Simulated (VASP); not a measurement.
A run of VASP 6.6.1 is set up as follows.

The input INCAR:

```
PREC     = Accurate       # precision mode
ENCUT    = 520            # plane-wave cutoff, eV
EDIFF    = 1E-6           # SCF threshold, eV
ISMEAR   = 0              # smearing method
SIGMA    = 0.15           # smearing width, eV
LREAL    = False          # projectors in reciprocal space
LASPH    = True           # aspherical terms in the spheres
NELM     = 100            # most SCF steps
ALGO     = Fast           # electronic algorithm
ISIF     = 2              # what is computed and relaxed
LWAVE    = False          # write WAVECAR
LCHARG   = False          # write CHGCAR
GGA      = PE             # functional
NBANDS   = 26             # bands
```

The input KPOINTS:

```
regular mesh
0
Gamma
  10 10 10
```

File POSCAR:

```
Si
1.0
   -3.3133582252      3.3133582252      3.1828119111
    3.3133582252     -3.3133582252      3.1828119111
    3.3133582252      3.3133582252     -3.1828119111
Si
8
Direct
    0.2028545115      0.2028545115      0.2028545115
    0.5000000000      0.0000000000      0.2971454885
    0.2971454885      0.5000000000      0.0000000000
    0.0000000000      0.2971454885      0.5000000000
    0.7971454885      0.7971454885      0.7971454885
    0.5000000000      0.0000000000      0.7028545115
    0.7028545115      0.5000000000      0.0000000000
    0.0000000000      0.7028545115      0.5000000000
```

Potentials or basis: VASP PAW PBE potentials, release 64 (Si).

Command:

```bash
$ cat potpaw_PBE.64/Si/POTCAR > POTCAR
$ mpirun -np 1 vasp_std > vasp.out
```

(1) What does it give for the pressure?

(2) What does it give for the band gap on the k mesh?

(3) Predict the largest force.

## Answers

(1) 5.8 GPa.

(2) zero (bands 16 and 17 overlap by 0.17 eV).

(3) 0.407 eV/Å.

Caveat: the stress differs along the axes, from 4 to 10 GPa; semilocal functionals underestimate gaps, and a narrow one can read as zero.
